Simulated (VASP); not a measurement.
Runs of VASP 6.6.1 on W. The structure is that of space group Im-3m (No. 229), or close to it. The cells are those of the table. 

```tsv
level	U	cell	cutoff (eV)	smearing	gap on the mesh (eV)	pressure (GPa)
PBEsol	-	a = 3.186, b = 3.186, c = 3.135 Å, 2 atoms	520	gaussian 0.1 eV	none	-3.7
PBEsol	-	a = 3.091 Å, 2 atoms	520	gaussian 0.1 eV	none	23.1
PBEsol	-	a = 3.123 Å, 2 atoms	500	methfessel-paxton 0.1 eV	none	11.1
PBEsol	-	a = 3.249, b = 3.249, c = 3.085 Å, 2 atoms	520	gaussian 0.1 eV	none	(a)
PBEsol	-	a = 3.186, b = 3.186, c = 3.128 Å, 2 atoms	520	gaussian 0.1 eV	none	-3.0
PBEsol	-	a = 3.060, b = 3.060, c = 3.211 Å, 2 atoms	520	gaussian 0.1 eV	none	16.5
PBEsol	-	a = 3.217, b = 3.217, c = 3.106 Å, 2 atoms	520	gaussian 0.1 eV	none	(c)
PBEsol	-	a = 3.154 Å, 2 atoms	520	gaussian 0.1 eV	none	0.6
PBEsol	-	a = 3.186 Å, 2 atoms	520	gaussian 0.1 eV	none	-8.6
PBEsol	-	a = 3.091, b = 3.091, c = 3.192 Å, 2 atoms	520	gaussian 0.1 eV	none	10.7
PBEsol+U	W d U = 2.0 eV	a = 3.186 Å, 2 atoms	500	gaussian 0.1 eV	none	(b)
PBEsol	-	a = 3.123 Å, 2 atoms	520	gaussian 0.1 eV	none	11.1
```

Alike in all rows: task single point; potentials or basis VASP PAW PBE potentials, release 64 (W_sv); no spin polarisation; k mesh 16 × 16 × 16.

Task: Estimate the missing entries.

Result: (a) -10.2; (b) -3.1; (c) -6.7.

Caveats: the PAW data sets were made with another functional, which shifts forces and pressure a little; spin-orbit coupling is left out, which moves the levels of the heavy elements; U without spin polarisation on a metal has little footing (some runs); the U is typed as a test and isn't derived for this compound (some runs).

A k mesh can miss the band edges, and the runs leave out spin-orbit coupling on W.

A gap of «none» marks levels without a gap at the run's occupations.
